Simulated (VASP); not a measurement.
# BN (C2) in VASP: single point with PBE

Aim: the single point of BN with PBE.

Everything below comes from runs of VASP 6.6.1. Logs are shortened: lines on timing, memory, paths and dates and some standing lists are left out, and cuts for length are marked.

### Step 1. The cell of the first run

The structure is monoclinic, space group C2 (No. 5). Conventional cell: a = 3.624 Å, b = 3.721 Å, c = 2.597 Å, α = 90.00°, β = 134.25°, γ = 90.00°. Within 2.0 Å of B (site symmetry 2) lie 4 N at 1.51 to 1.70 Å. Within 2.0 Å of N (site symmetry 2) lie 4 B at 1.51 to 1.70 Å.

### Step 2. Single point, PBE

INCAR

```
SYSTEM = BN
PREC     = Accurate       ! precision mode
ENCUT    = 520            ! plane-wave cutoff, eV
EDIFF    = 1E-6           ! SCF threshold, eV
ISMEAR   = 0              ! smearing method
SIGMA    = 0.05           ! smearing width, eV
LREAL    = .False.        ! projectors in reciprocal space
LASPH    = .True.         ! aspherical terms in the spheres
NELM     = 100            ! most SCF steps
ALGO     = Normal         ! electronic algorithm
ISIF     = 2              ! what is computed and relaxed
LWAVE    = .False.        ! write WAVECAR
LCHARG   = .True.         ! write CHGCAR
GGA      = PE             ! functional
LELF     = .True.         ! ELF
LVHAR    = .True.       
NBANDS   = 11             ! bands
```

KPOINTS

```
Automatic mesh
0
Gamma
  12 12 12
  0 0 0
```

POSCAR

```
BN
1.0
    0.0000000000      1.8120810260      1.8604635894
    1.8604635894      0.0000000000      1.8604635894
    1.8604635894      1.8120810260      0.0000000000
B N
1 1
Direct
    0.0248333266     -0.0248333266     -0.0248333266
    0.7308347069      0.7691652931      0.7691652931
```

Potentials or basis: VASP PAW PBE potentials, release 64 (B, N).

On the command line:

```sh
> cat potpaw_PBE.64/B/POTCAR potpaw_PBE.64/N/POTCAR > POTCAR
> mpirun -np 1 vasp_std > vasp.out
```

OUTCAR:

```text
SYSTEM = BN
   PREC = Accurate
   ENCUT = 520
   EDIFF = 1E-6
   ISMEAR = 0
   LREAL = .False.
   LASPH = .True.
   NELM = 100
   ISIF = 2
   GGA = PE

 ion  position               nearest neighbor table
   1  0.025  0.975  0.975-   2 1.51   2 1.51   2 1.70   2 1.70
   2  0.731  0.769  0.769-   1 1.51   1 1.51   1 1.70   1 1.70

  LATTYP: Found a body centered tetragonal cell.
 ALAT       =     2.6310928404
 C/A-ratio  =     1.3774360206

  Lattice vectors:

 A1 = (   0.0000000000,  -1.8120810260,   1.8604635894)
 A2 = (   0.0000000000,  -1.8120810260,  -1.8604635894)
 A3 = (   1.8604635894,   1.8120810260,   0.0000000000)

Analysis of symmetry for initial positions (statically):
=====================================================================
 Subroutine PRICEL returns:
 Original cell was already a primitive cell.

 Routine SETGRP: Setting up the symmetry group for a
 body centered tetragonal supercell.

 Subroutine GETGRP returns: Found  2 space group operations
 (whereof  2 operations were pure point group operations)
 out of a pool of 16 trial point group operations.

The static configuration has the point symmetry C_2 .

Analysis of symmetry for dynamics (positions and initial velocities):
=====================================================================
 Subroutine PRICEL returns:
 Original cell was already a primitive cell.

 Routine SETGRP: Setting up the symmetry group for a
 body centered tetragonal supercell.

 Subroutine GETGRP returns: Found  2 space group operations
 (whereof  2 operations were pure point group operations)
 out of a pool of 16 trial point group operations.

The dynamic configuration has the point symmetry C_2 .

 Subroutine INISYM returns: Found  2 space group operations
 (whereof  2 operations are pure point group operations),
 and found     1 'primitive' translations

----------------------------------------------------------------------------------------

                                     Primitive cell

  volume of cell :      12.5444

  direct lattice vectors                    reciprocal lattice vectors
     0.000000000  1.812081026  1.860463589    -0.268750221  0.275925851  0.268750221
     1.860463589  0.000000000  1.860463589     0.268750221 -0.275925851  0.268750221
     1.860463589  1.812081026  0.000000000     0.268750221  0.275925851 -0.268750221

  length of vectors
     2.597106546  2.631092840  2.597106546     0.469668434  0.469668434  0.469668434

  position of ions in fractional coordinates (direct lattice)
     0.024833327  0.975166673  0.975166673
     0.730834707  0.769165293  0.769165293

  ion indices of the primitive-cell ions
   primitive index   ion index
                 1           1
                 2           2

----------------------------------------------------------------------------------------

 KPOINTS: Automatic mesh

Automatic generation of k-mesh.
 Grid dimensions read from file:
 generate k-points for:   12   12   12

 Generating k-lattice:

  Cartesian coordinates                     Fractional coordinates (reciprocal lattice)
    -0.022395852  0.022993821  0.022395852     0.083333333  0.000000000  0.000000000
     0.022395852 -0.022993821  0.022395852     0.000000000  0.083333333  0.000000000
     0.022395852  0.022993821 -0.022395852     0.000000000  0.000000000  0.083333333

  Length of vectors
     0.039139036  0.039139036  0.039139036

  Shift w.r.t. Gamma in fractional coordinates (k-lattice)
     0.000000000  0.000000000  0.000000000

 Subroutine IBZKPT returns following result:
 ===========================================

 Found    476 irreducible k-points:

 Following reciprocal coordinates:
            Coordinates               Weight
  0.000000  0.000000  0.000000      1.000000
  0.083333  0.000000  0.000000      4.000000
  0.000000 -0.083333  0.000000      4.000000
  0.166667  0.000000 -0.000000      4.000000
 -0.000000 -0.166667 -0.000000      4.000000
  0.250000  0.000000  0.000000      4.000000
[... 16 lines left out ...]
  0.166667  0.250000  0.250000      4.000000
  0.333333  0.083333  0.000000      4.000000
 [... further k-points ...]
   k-points           NKPTS =    476   k-points in BZ     NKDIM =    476   number of bands    NBANDS=     11
   number of dos      NEDOS =    301   number of ions     NIONS =      2
   total plane-waves  NPLWV =   8000
   dimension x,y,z NGX =    20 NGY =   20 NGZ =   20
   dimension x,y,z NGXF=    40 NGYF=   40 NGZF=   40
   ions per type =               1   1
   NGX,Y,Z   is equivalent  to a cutoff of  12.80, 12.64, 12.80 a.u.
   NGXF,Y,Z  is equivalent  to a cutoff of  25.60, 25.27, 25.60 a.u.
 SYSTEM =  BN
   PREC   = accura    normal or accurate (medium, high low for compatibility)
   ISTART =      0    job   : 0-new  1-cont  2-samecut
   ICHARG =      2    charge: 1-file 2-atom 10-const
   ISPIN  =      1    spin polarized calculation?
   LNONCOLLINEAR =      F non collinear calculations
   LSORBIT =      F    spin-orbit coupling
   LASPH  =      T    aspherical Exc in radial PAW
   ENCUT  =  520.0 eV  38.22 Ry    6.18 a.u.   4.83  4.89  4.83*2*pi/ulx,y,z
   NELM   =    100;   NELMIN=  2; NELMDL= -5     # of ELM steps
   EDIFF  = 0.1E-05   stopping-criterion for ELM
   LREAL  =      F    real-space projection
   EDIFFG = 0.1E-04   stopping-criterion for IOM
   NSW    =      0    number of steps for IOM
   IBRION =     -1    ionic relax: 0-MD 1-quasi-New 2-CG
   NFREE  =      0    steps in history (QN), initial steepest desc. (CG)
   ISIF   =      2    stress and relaxation
   ISYM   =      2    0-nonsym 1-usesym 2-fastsym
   POTIM  = 0.5000    time-step for ionic-motion
   TEBEG  =    0.0;   TEEND  =   0.0 temperature during run
   PSTRESS=    0.0 pullay stress
   NELECT =       8.0000    total number of electrons
   NUPDOWN=      -1.0000    fix difference up-down
   EMIN   =  10.00;   EMAX   =-10.00  energy-range for DOS
   EFERMI =   0.00;   METHOD = LEGACY
   ISMEAR =     0;   SIGMA  =   0.05  broadening in eV -4-tet -1-fermi 0-gaus
   EFERMI_NEDOS =   21; number of points for ismear=-14 and -15
   IALGO  =     38    algorithm
   IMIX   =      4    mixing-type and parameters
     AMIX     =   0.40;   BMIX     =  1.00
     AMIX_MAG =   1.60;   BMIX_MAG =  1.00
  volume/ion in A,a.u.               =       6.27        42.33
  Fermi-wavevector in a.u.,A,eV,Ry     =   1.409142  2.662893 27.016843  1.985682
  Thomas-Fermi vector in A             =   2.531228
   LORBIT       =      0    0 simple, 1 ext, 2 COOP (PROOUT), +10 PAW based schemes
   GGA     = PE    functional components
   LHFCALC =     F    Hartree Fock is set to
   AEXX    =    0.0000 exact exchange contribution
   IVDW    =     0    specifies the selected vdW correction
   LEPSILON=     F    determine dielectric tensor
   LRPA    =     F    only Hartree local field effects (RPA)
 non-spin polarized calculation
 Gauss-broadening in eV      SIGMA  =   0.05
  energy-cutoff  :      520.00
  volume of cell :       12.54
 maximum number of plane-waves:       348
   NGX =  9   NGY =  9   NGZ =  9

 number of electron       8.0000000 magnetization

 Free energy of the ion-electron system (eV)
  ---------------------------------------------------
  ext. energy  EPLUGINS =         0.00000000
  ---------------------------------------------------
  free energy    TOTEN  =       -17.13825200 eV

  energy without entropy =      -17.13825200  energy(sigma->0) =      -17.13825200

 E-fermi :   8.0671     XC(G=0): -12.5267

 val. band max:        7.7525714891   @ k =   0.0000   0.0000   0.0000
 cond. band min:      10.4999723734   @ k =   0.5000   0.0000   0.5000
 fundamental gap:      2.7474008843
 Fermi energy:         8.0670560270

 k-point     1 :       0.0000    0.0000    0.0000
  band No.  band energies     occupation
      1     -12.9065      2.00000
      2       5.1188      2.00000
      3       6.8120      2.00000
      4       7.7526      2.00000
      5      14.5538      0.00000
      6      14.7657      0.00000
      7      16.2555      0.00000
      8      16.7046      0.00000
      9      30.0853      0.00000
     10      32.9292      0.00000
     11      33.0963      0.00000

 k-point     2 :       0.0833    0.0000    0.0000
  band No.  band energies     occupation
      1     -12.7480      2.00000
      2       4.5494      2.00000
      3       6.4524      2.00000
      4       7.5756      2.00000
      5      14.7610      0.00000
      6      14.8972      0.00000
      7      16.2832      0.00000
      8      17.5367      0.00000
      9      29.8824      0.00000
     10      30.9302      0.00000
     11      31.6908      0.00000

 k-point     3 :       0.0000   -0.0833    0.0000
  band No.  band energies     occupation
      1     -12.7451      2.00000
      2       4.9953      2.00000
      3       6.1641      2.00000
      4       7.2825      2.00000
      5      14.4973      0.00000
      6      15.3895      0.00000
      7      16.6089      0.00000
      8      16.9557      0.00000
      9      29.9436      0.00000
     10      31.4516      0.00000
     11      32.1509      0.00000

 k-point     4 :       0.1667    0.0000   -0.0000
  band No.  band energies     occupation
      1     -12.2792      2.00000
      2       2.9714      2.00000
      3       5.7663      2.00000
      4       7.1562      2.00000
      5      15.0157      0.00000
      6      15.3089      0.00000
      7      17.0572      0.00000
      8      18.8794      0.00000
      9      28.9960      0.00000
     10      29.6854      0.00000
     11      30.4764      0.00000

 k-point     5 :      -0.0000   -0.1667   -0.0000
  band No.  band energies     occupation
      1     -12.2681      2.00000
      2       4.1548      2.00000
      3       4.6898      2.00000
      4       6.7935      2.00000
      5      14.5399      0.00000
      6      16.0697      0.00000
      7      17.5376      0.00000
      8      17.7503      0.00000
      9      29.5009      0.00000
     10      30.3828      0.00000
     11      30.8247      0.00000
[... 211 lines left out ...]
 k-point    21 :       0.0000   -0.2500   -0.0833
  band No.  band energies     occupation
      1     -11.6615      2.00000
      2       2.5237      2.00000
      3       3.9533      2.00000
      4       6.3415      2.00000
      5      14.7744      0.00000
      6      16.0969      0.00000
      7      18.5906      0.00000
      8      18.8902      0.00000
      9      26.7101      0.00000
     10      30.9281      0.00000
     11      32.0235      0.00000

 k-point    22 :      -0.0833   -0.0833    0.1667
  band No.  band energies     occupation
      1     -11.6630      2.00000
      2       2.5997      2.00000
      3       4.2335      2.00000
      4       5.9402      2.00000
      5      14.5307      0.00000
      6      17.0084      0.00000
      7      17.8137      0.00000
      8      18.6881      0.00000
      9      26.9277      0.00000
     10      31.2087      0.00000
     11      32.3041      0.00000

 k-point    23 :       0.1667    0.2500    0.2500
  band No.  band energies     occupation
      1     -11.6728      2.00000
      2       1.7274      2.00000
      3       5.0997      2.00000
      4       6.0561      2.00000
      5      14.9802      0.00000
      6      16.5792      0.00000
      7      17.9180      0.00000
      8      19.3124      0.00000
      9      26.2045      0.00000
     10      31.0336      0.00000
     11      31.6359      0.00000

 k-point    24 :       0.3333    0.0833    0.0000
  band No.  band energies     occupation
      1     -10.7802      2.00000
      2      -0.4853      2.00000
      3       4.3658      2.00000
      4       6.1303      2.00000
      5      15.2042      0.00000
      6      16.0046      0.00000
      7      19.0975      0.00000
      8      20.8958      0.00000
      9      26.6441      0.00000
     10      30.2148      0.00000
     11      31.3280      0.00000

 [... further k-points ...]

------------------------ aborting loop because EDIFF is reached ----------------------------------------

  FORCE on cell =-STRESS in cart. coord.  units (eV):
  Direction    XX          YY          ZZ          XY          YZ          ZX
  --------------------------------------------------------------------------------------
  -------------------------------------------------------------------------------------
  Total       -1.2935972     -0.0951665     -1.1853412      0.0000000     -0.1402159      0.0000000
  in kB     -165.2188895    -12.1547072   -151.3923701      0.0000000    -17.9084502      0.0000000
  external PRESSURE =    -109.5886556 kB  Pullay stress =       0.0000000 kB

 VOLUME and BASIS-vectors are now :
 -----------------------------------------------------------------------------
  energy-cutoff  :      520.00
  volume of cell :       12.54
      direct lattice vectors                 reciprocal lattice vectors
     0.000000000  1.812081026  1.860463589    -0.268750221  0.275925851  0.268750221
     1.860463589  0.000000000  1.860463589     0.268750221 -0.275925851  0.268750221
     1.860463589  1.812081026  0.000000000     0.268750221  0.275925851 -0.268750221

 POSITION                                       TOTAL-FORCE (eV/Angst)
 -----------------------------------------------------------------------------------
      3.62852      1.81208      1.86046         3.172829      0.000000     -0.000000
      2.86201      2.71812      2.79070        -3.172829     -0.000000      0.000000
 -----------------------------------------------------------------------------------
    total drift:                                0.000084     -0.000000     -0.000001

  FREE ENERGIE OF THE ION-ELECTRON SYSTEM (eV)
  ---------------------------------------------------
  free  energy   TOTEN  =       -17.1382520039 eV

  energy  without entropy=      -17.1382520039  energy(sigma->0) =      -17.13825200
```

Wall time 62 s (1 thread of Intel Xeon Platinum 8259CL at 2.50GHz (Skylake/Cascade Lake), shared host); peak memory 0.17 GiB.

Results:

```yaml
Free_energy: -17.1383 eV
Pressure: -11.0 GPa
Largest_force: 3.173 eV/Å
Band_gap_on_the_k_mesh: 2.75 eV, indirect (least direct gap 6.80 eV)
```

Forces in eV/Å, atoms in the order of the input:
```
B    3.173  0.000  0.000
N   -3.173  0.000  0.000
```

Stress tensor (GPa, compression positive):
```
-16.52   0.00   0.00
  0.00  -1.22  -1.79
  0.00  -1.79 -15.14
```

Levels at points of the mesh, in eV from the valence-band top:
```tsv
k point	band 2	band 3	band 4	band 5	band 6	band 7
(0.00, 0.00, 0.00)	-2.63	-0.94	0.00	6.80	7.01	8.50
(0.50, 0.00, 0.00)	-11.50	-3.61	-1.79	7.60	8.31	11.64
(0.00, 0.50, 0.00)	-10.96	-4.09	-2.04	6.61	8.86	11.06
(0.50, 0.50, 0.00)	-9.86	-5.42	-5.39	3.15	7.35	16.24
(0.00, 0.50, 0.50)	-9.71	-6.39	-5.03	3.48	8.09	14.84
(0.50, 0.00, 0.50)	-9.52	-5.73	-5.72	2.75	6.80	16.48
```

Caveat: forces of over 1 eV/Å act on the atoms, so gaps and moduli don't describe the material at rest. A k mesh can miss the band edges.
